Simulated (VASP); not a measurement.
Here is a VASP 6.6.1 calculation.

The input INCAR:

```
SYSTEM = ErSc2Sb3
PREC     = Accurate       ! precision mode
ENCUT    = 500            ! plane-wave cutoff, eV
EDIFF    = 1E-7           ! SCF threshold, eV
ISMEAR   = 0              ! smearing method
SIGMA    = 0.1            ! smearing width, eV
LREAL    = .False.        ! projectors in reciprocal space
LASPH    = .True.         ! aspherical terms in the spheres
NELM     = 200            ! most SCF steps
ALGO     = Normal         ! electronic algorithm
ISIF     = 3              ! what is computed and relaxed
LWAVE    = .False.        ! write WAVECAR
LCHARG   = .False.        ! write CHGCAR
GGA      = PE             ! functional
IBRION   = 2              ! ionic algorithm
NSW      = 100            ! ionic steps
EDIFFG   = -0.01          ! ionic threshold
GGA_COMPAT= .False.      
NELMIN   = 4            
LMAXMIX  = 6              ! l up to which the mixer works
```

File KPOINTS:

```
regular mesh
0
Gamma
  8 8 4
  0 0 0
```

File POSCAR:

```
ErSc2Sb3
1.0
    4.1616048993      0.0000000000      0.0000000000
    0.0000000000      4.1616048993      0.0000000000
    0.0000000000      0.0000000000     11.7449699486
Er Sc Sb
1 2 3
Direct
    0.5000000000      0.5000000000      0.0000000000
    0.0000000000      0.0000000000      0.2444473751
    0.0000000000      0.0000000000      0.7555526249
    0.0000000000      0.0000000000      0.0000000000
    0.5000000000      0.5000000000      0.7305863184
    0.5000000000      0.5000000000      0.2694136816
```

Potentials or basis: VASP PAW PBE potentials, release 64 (Er_3, Sc_sv, Sb), 4f in core.

The run is started by

```sh
$ cat potpaw_PBE.64/Er_3/POTCAR potpaw_PBE.64/Sc_sv/POTCAR potpaw_PBE.64/Sb/POTCAR > POTCAR
$ mpirun -np 1 vasp_std > vasp.out
```

(1) Predict the space group after relaxing (to 0.1 Å).

(2) Estimate the band gap on the k mesh.

(3) What does it give for the relaxed cell?

(4) Estimate the relaxed volume.

## Answers

(1) P4/mmm (No. 123).

(2) zero (bands 23 and 24 overlap by 0.31 eV).

(3) a = 4.166 Å, b = 4.166 Å, c = 11.763 Å, α = 90.00°, β = 90.00°, γ = 90.00°.

(4) 34.02 Å³/atom.

Caveat: spin-orbit coupling is left out, which moves the levels of the heavy elements; the 4f electrons are frozen in the core, so they carry no moment and show no levels.
